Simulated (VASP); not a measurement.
# Rb (Pm-3m) in VASP: notebook, part 2 of 2

VASP 6.6.1. Earlier steps stand in the parts before.

### Step 5. Single point, PBEsol (volume scaled by 0.88)

The input, INCAR:

```
ALGO = Normal
EDIFF = 1E-6
ENCUT = 520
GGA = PS
ISIF = 2
ISMEAR = -1
LASPH = T
LCHARG = F
LREAL = F
LWAVE = F
NBANDS = 10
NELM = 100
PREC = Accurate
SIGMA = 0.1
```

The input, KPOINTS:

```
k-points
0
Gamma
  9 9 9
```

The input, POSCAR:

```
Rb
1.0
    4.3582771298      0.0000000000      0.0000000000
    0.0000000000      4.3582771298      0.0000000000
    0.0000000000      0.0000000000      4.3582771298
Rb
1
Direct
    0.0000000000      0.0000000000      0.0000000000
```

Potentials or basis: VASP PAW PBE potentials, release 64 (Rb_sv).

Started as:

```sh
> cat potpaw_PBE.64/Rb_sv/POTCAR > POTCAR
> mpirun -np 1 vasp_std > vasp.out
```

OUTCAR:

```text
EDIFF = 1E-6
   ENCUT = 520
   GGA = PS
   ISIF = 2
   ISMEAR = -1
   LASPH = T
   LREAL = F
   NELM = 100
   PREC = Accurate

 ion  position               nearest neighbor table
   1  0.000  0.000  0.000-

  LATTYP: Found a simple cubic cell.
 ALAT       =     4.3582771298

  Lattice vectors:

 A1 = (   4.3582771298,   0.0000000000,   0.0000000000)
 A2 = (   0.0000000000,   4.3582771298,   0.0000000000)
 A3 = (   0.0000000000,   0.0000000000,   4.3582771298)

Analysis of symmetry for initial positions (statically):
=====================================================================
 Subroutine PRICEL returns:
 Original cell was already a primitive cell.

 Routine SETGRP: Setting up the symmetry group for a
 simple cubic supercell.

 Subroutine GETGRP returns: Found 48 space group operations
[... 9 lines left out ...]

 Routine SETGRP: Setting up the symmetry group for a
 simple cubic supercell.

 Subroutine GETGRP returns: Found 48 space group operations
[... 11 lines left out ...]
                                     Primitive cell

  volume of cell :      82.7836

  direct lattice vectors                    reciprocal lattice vectors
     4.358277130  0.000000000  0.000000000     0.229448466  0.000000000  0.000000000
     0.000000000  4.358277130  0.000000000     0.000000000  0.229448466  0.000000000
     0.000000000  0.000000000  4.358277130     0.000000000  0.000000000  0.229448466

  length of vectors
     4.358277130  4.358277130  4.358277130     0.229448466  0.229448466  0.229448466

  position of ions in fractional coordinates (direct lattice)
     0.000000000  0.000000000  0.000000000

  ion indices of the primitive-cell ions
   primitive index   ion index
                 1           1

----------------------------------------------------------------------------------------

 KPOINTS: k-points

Automatic generation of k-mesh.
 Grid dimensions read from file:
 generate k-points for:    9    9    9

 Generating k-lattice:

  Cartesian coordinates                     Fractional coordinates (reciprocal lattice)
     0.025494274  0.000000000  0.000000000     0.111111111  0.000000000  0.000000000
     0.000000000  0.025494274  0.000000000     0.000000000  0.111111111  0.000000000
     0.000000000  0.000000000  0.025494274     0.000000000  0.000000000  0.111111111

  Length of vectors
     0.025494274  0.025494274  0.025494274

  Shift w.r.t. Gamma in fractional coordinates (k-lattice)
     0.000000000  0.000000000  0.000000000

 Subroutine IBZKPT returns following result:
 ===========================================

 Found     35 irreducible k-points:

 Following reciprocal coordinates:
            Coordinates               Weight
  0.000000  0.000000  0.000000      1.000000
  0.111111  0.000000  0.000000      6.000000
  0.222222  0.000000  0.000000      6.000000
  0.333333  0.000000  0.000000      6.000000
  0.444444  0.000000  0.000000      6.000000
  0.111111  0.111111  0.000000     12.000000
[... 16 lines left out ...]
  0.333333  0.333333  0.111111     24.000000
  0.444444  0.333333  0.111111     48.000000
 [... further k-points ...]
   k-points           NKPTS =     35   k-points in BZ     NKDIM =     35   number of bands    NBANDS=     10
   number of dos      NEDOS =    301   number of ions     NIONS =      1
   total plane-waves  NPLWV =  32768
   dimension x,y,z NGX =    32 NGY =   32 NGZ =   32
   dimension x,y,z NGXF=    64 NGYF=   64 NGZF=   64
   ions per type =               1
   NGX,Y,Z   is equivalent  to a cutoff of  12.21, 12.21, 12.21 a.u.
   NGXF,Y,Z  is equivalent  to a cutoff of  24.41, 24.41, 24.41 a.u.
 SYSTEM =  unknown system
   PREC   = accura    normal or accurate (medium, high low for compatibility)
   ISTART =      0    job   : 0-new  1-cont  2-samecut
   ICHARG =      2    charge: 1-file 2-atom 10-const
   ISPIN  =      1    spin polarized calculation?
   LNONCOLLINEAR =      F non collinear calculations
   LSORBIT =      F    spin-orbit coupling
   LASPH  =      T    aspherical Exc in radial PAW
   ENCUT  =  520.0 eV  38.22 Ry    6.18 a.u.   8.10  8.10  8.10*2*pi/ulx,y,z
   NELM   =    100;   NELMIN=  2; NELMDL= -5     # of ELM steps
   EDIFF  = 0.1E-05   stopping-criterion for ELM
   LREAL  =      F    real-space projection
   EDIFFG = 0.1E-04   stopping-criterion for IOM
   NSW    =      0    number of steps for IOM
   IBRION =     -1    ionic relax: 0-MD 1-quasi-New 2-CG
   NFREE  =      0    steps in history (QN), initial steepest desc. (CG)
   ISIF   =      2    stress and relaxation
   ISYM   =      2    0-nonsym 1-usesym 2-fastsym
   POTIM  = 0.5000    time-step for ionic-motion
   TEBEG  =    0.0;   TEEND  =   0.0 temperature during run
   PSTRESS=    0.0 pullay stress
   NELECT =       9.0000    total number of electrons
   NUPDOWN=      -1.0000    fix difference up-down
   EMIN   =  10.00;   EMAX   =-10.00  energy-range for DOS
   EFERMI =   0.00;   METHOD = LEGACY
   ISMEAR =    -1;   SIGMA  =   0.10  broadening in eV -4-tet -1-fermi 0-gaus
   EFERMI_NEDOS =   21; number of points for ismear=-14 and -15
   IALGO  =     38    algorithm
   IMIX   =      4    mixing-type and parameters
     AMIX     =   0.40;   BMIX     =  1.00
     AMIX_MAG =   1.60;   BMIX_MAG =  1.00
  volume/ion in A,a.u.               =      82.78       558.65
  Fermi-wavevector in a.u.,A,eV,Ry     =   0.781341  1.476521  8.306280  0.610494
  Thomas-Fermi vector in A             =   1.884839
   LORBIT       =      0    0 simple, 1 ext, 2 COOP (PROOUT), +10 PAW based schemes
   GGA     = PS    functional components
   LHFCALC =     F    Hartree Fock is set to
   AEXX    =    0.0000 exact exchange contribution
   IVDW    =     0    specifies the selected vdW correction
   LEPSILON=     F    determine dielectric tensor
   LRPA    =     F    only Hartree local field effects (RPA)
 non-spin polarized calculation
  energy-cutoff  :      520.00
  volume of cell :       82.78
 maximum number of plane-waves:      2255
   NGX = 17   NGY = 17   NGZ = 17

 number of electron       8.9999999 magnetization

 Free energy of the ion-electron system (eV)
  ---------------------------------------------------
  ext. energy  EPLUGINS =         0.00000000
  ---------------------------------------------------
  free energy    TOTEN  =        -0.92858589 eV

  energy without entropy =       -0.89976985  energy(sigma->0) =       -0.91417787

 E-fermi :   0.1879     XC(G=0):  -5.7558

 val. band max:        0.1473572239   @ k =   0.3333   0.3333   0.1111
 cond. band min:       0.2432252578   @ k =   0.4444   0.2222   0.0000
 fundamental gap:      0.0958680339
 Fermi energy:         0.1879237557

 k-point     1 :       0.0000    0.0000    0.0000
  band No.  band energies     occupation
      1     -28.8012      2.00000
      2     -12.8075      2.00000
      3     -12.8075      2.00000
      4     -12.8075      2.00000
      5      -1.9174      2.00000
      6       2.4938      0.00000
      7       2.4938      0.00000
      8       6.4934      0.00000
      9       6.4965      0.00000
     10       6.5519      0.00000

 k-point     2 :       0.1111    0.0000    0.0000
  band No.  band energies     occupation
      1     -28.8001      2.00000
      2     -12.8326      2.00000
      3     -12.8054      2.00000
      4     -12.8054      2.00000
      5      -1.7910      2.00000
      6       2.4655      0.00000
      7       2.5533      0.00000
      8       5.8048      0.00000
      9       5.8048      0.00000
     10       6.0583      0.00000

 k-point     3 :       0.2222    0.0000    0.0000
  band No.  band energies     occupation
      1     -28.7973      2.00000
      2     -12.8951      2.00000
      3     -12.8000      2.00000
      4     -12.8000      2.00000
      5      -1.4279      2.00000
      6       2.2123      0.00000
      7       2.7177      0.00000
      8       5.1900      0.00000
      9       5.1900      0.00000
     10       5.6985      0.00000
[... 248 lines left out ...]
 k-point    23 :       0.3333    0.3333    0.1111
  band No.  band energies     occupation
      1     -28.7860      2.00000
      2     -12.9444      2.00000
      3     -12.9395      2.00000
      4     -12.8038      2.00000
      5       0.1474      1.20010
      6       1.9546      0.00000
      7       2.5629      0.00000
      8       3.7285      0.00000
      9       4.5244      0.00000
     10       5.0538      0.00000

 k-point    24 :       0.4444    0.3333    0.1111
  band No.  band energies     occupation
      1     -28.7839      2.00000
      2     -12.9846      2.00000
      3     -12.9362      2.00000
      4     -12.7997      2.00000
      5       0.6729      0.01553
      6       1.4747      0.00001
      7       2.7712      0.00000
      8       3.3736      0.00000
      9       4.7554      0.00000
     10       4.9990      0.00000

 [... further k-points ...]
[... 5 lines left out ...]
  --------------------------------------------------------------------------------------
  -------------------------------------------------------------------------------------
  Total        0.1836102      0.1836102      0.1836102     -0.0000000      0.0000000     -0.0000000
  in kB        3.5535544      3.5535544      3.5535544     -0.0000000      0.0000000     -0.0000000
  external PRESSURE =       3.5535544 kB  Pullay stress =       0.0000000 kB

 VOLUME and BASIS-vectors are now :
 -----------------------------------------------------------------------------
  energy-cutoff  :      520.00
  volume of cell :       82.78
      direct lattice vectors                 reciprocal lattice vectors
     4.358277130  0.000000000  0.000000000     0.229448466  0.000000000  0.000000000
     0.000000000  4.358277130  0.000000000     0.000000000  0.229448466  0.000000000
     0.000000000  0.000000000  4.358277130     0.000000000  0.000000000  0.229448466

 POSITION                                       TOTAL-FORCE (eV/Angst)
 -----------------------------------------------------------------------------------
      0.00000      0.00000      0.00000         0.000000      0.000000      0.000000
 -----------------------------------------------------------------------------------
    total drift:                                0.000000     -0.000000      0.000000

  FREE ENERGIE OF THE ION-ELECTRON SYSTEM (eV)
  ---------------------------------------------------
  free  energy   TOTEN  =        -0.9285858916 eV

  energy  without entropy=       -0.8997698502  energy(sigma->0) =       -0.91417787
```

OSZICAR:

```text
N       E                     dE             d eps       ncg     rms          rms(c)
DAV:   1     0.434239863973E+02    0.43424E+02   -0.33068E+03   700   0.659E+02
DAV:   2     0.210384064546E+01   -0.41320E+02   -0.40095E+02   788   0.125E+02
DAV:   3    -0.807382853130E+00   -0.29112E+01   -0.29040E+01   912   0.332E+01
DAV:   4    -0.929527562776E+00   -0.12214E+00   -0.12207E+00   968   0.594E+00
DAV:   5    -0.932623007339E+00   -0.30954E-02   -0.30952E-02   936   0.824E-01    0.126E+00
DAV:   6    -0.929856235051E+00    0.27668E-02   -0.42245E-03   918   0.348E-01    0.780E-01
DAV:   7    -0.928554375136E+00    0.13019E-02   -0.61801E-03   846   0.418E-01    0.770E-02
DAV:   8    -0.928578906555E+00   -0.24531E-04   -0.34152E-04  1008   0.123E-01    0.332E-02
DAV:   9    -0.928586166594E+00   -0.72600E-05   -0.23048E-05   862   0.355E-02    0.912E-03
DAV:  10    -0.928585891563E+00    0.27503E-06   -0.86057E-06   896   0.171E-02
   1 F= -.92858589E+00 E0= -.91417787E+00  d E =-.288160E-01
```

Wall time 16 s (1 thread of Intel Xeon Platinum 8259CL at 2.50GHz (Skylake/Cascade Lake), shared host); peak memory 0.18 GiB.

Results:

```
Free energy : -0.9286 eV
Pressure    : 0.4 GPa
```

Caveat: the PAW data sets were made with another functional, which shifts forces and pressure a little.

### Step 6. Overview

| cell | gap on the mesh (eV) | pressure (GPa) |
| --- | --- | --- |
| a = 3.999 Å, 1 atom | none | 1.8 |
| a = 4.187 Å, 1 atom | none | 0.9 |
| a = 4.358 Å, 1 atom | none | 0.4 |

Alike in all rows: task single point; level PBEsol; potentials or basis VASP PAW PBE potentials, release 64 (Rb_sv); no spin polarisation; k mesh 9 × 9 × 9; cutoff (eV) 520; smearing fermi-dirac 0.1 eV.

Caveats: the PAW data sets were made with another functional, which shifts forces and pressure a little.

Absolute energies hang on the potentials; compare differences alone.
